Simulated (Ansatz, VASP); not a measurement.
## GaSb in VASP and in Ansatz

INCAR

```
ALGO = Normal
EDIFF = 1E-6
ENCUT = 520
GGA = PS
GGA_COMPAT = False
ISIF = 2
ISMEAR = 0
LASPH = True
LCHARG = True
LORBIT = 11
LORBMOM = True
LREAL = False
LSORBIT = True
LVHAR = True
LWAVE = False
MAGMOM = 0 0 0 0 0 0
NBANDS = 30
NELM = 150
PREC = Accurate
SIGMA = 0.05
```

File KPOINTS:

```
k-points
0
Gamma
  8 8 8
```

Contents of POSCAR:

```
GaSb
1.0
    0.0000000000      3.0590005565      3.0590005565
    3.0590005565      0.0000000000      3.0590005565
    3.0590005565      3.0590005565      0.0000000000
Ga Sb
1 1
Direct
    0.0000000000      0.0000000000      0.0000000000
    0.7500000000      0.7500000000      0.7500000000
```

Input for Ansatz:

```yaml
crystal:
  lattice:
    - [0.0, 3.0590005565, 3.0590005565]
    - [3.0590005565, 0.0, 3.0590005565]
    - [3.0590005565, 3.0590005565, 0.0]
  atoms:
    - { symbol: Ga, position: [0.0, 0.0, 0.0] }
    - { symbol: Sb, position: [0.75, 0.75, 0.75] }
basis:
  ecutwfc: 420
  ecutrho_ratio: 4
kpoints:
  mp_grid: { grid: [8, 8, 8] }
  band_path:
    path:
      - [[0.0, 0.0, 0.0], [-0.5, -0.5, 0.0], [-0.375, -0.375, 0.25]]
      - [[-0.375, 0.0, 0.375], [0.0, 0.0, 0.0], [0.0, 0.0, 0.5], [-0.5, -0.25, 0.25], [-0.5, -0.5, 0.0]]
    npoints: 10
hamiltonian:
  xc: pbesol
scf:
  occupations: { method: gaussian, width: 0.05 }
output:
  forces: true
  stress: true
  eigenvalues: true
  populations: true
  eigenstates:
    nscf_kmesh: { grid: [14, 14, 14] }
    de_dk: true
    e_range: [-2.5, 2.5]
  write_density: true
  write_potential: true
  elf: true
  volumetric_format: npy
magnetization:
  noncollinear: true
  spin_orbit: true
```

Alike in both runs: task single point; functional PBEsol; k mesh 8 × 8 × 8; occupations gaussian, width 0.05 eV; non-collinear spin, spin-orbit coupling.

```csv
,VASP,Ansatz
version,VASP 6.6.1,Ansatz 0.2.0
potentials or method,"VASP PAW PBE potentials, release 64 (Ga_d, Sb), cutoff 520 eV","plane waves, PAW"
valence electrons in the cell,18,28
```

```csv
,VASP,Ansatz,Ansatz less VASP
pressure (GPa),0.0,-0.1,-0.11
net moment per atom (μB),0.00,0.00,0.000
```

VASP's potentials were made for PBE, not for PBEsol. With one functional, cell and mesh, what is left measures potentials, basis and numerics. VASP's potentials hold 18 valence electrons a cell and Ansatz's 28, so a difference there can come from the potentials and not from the codes.
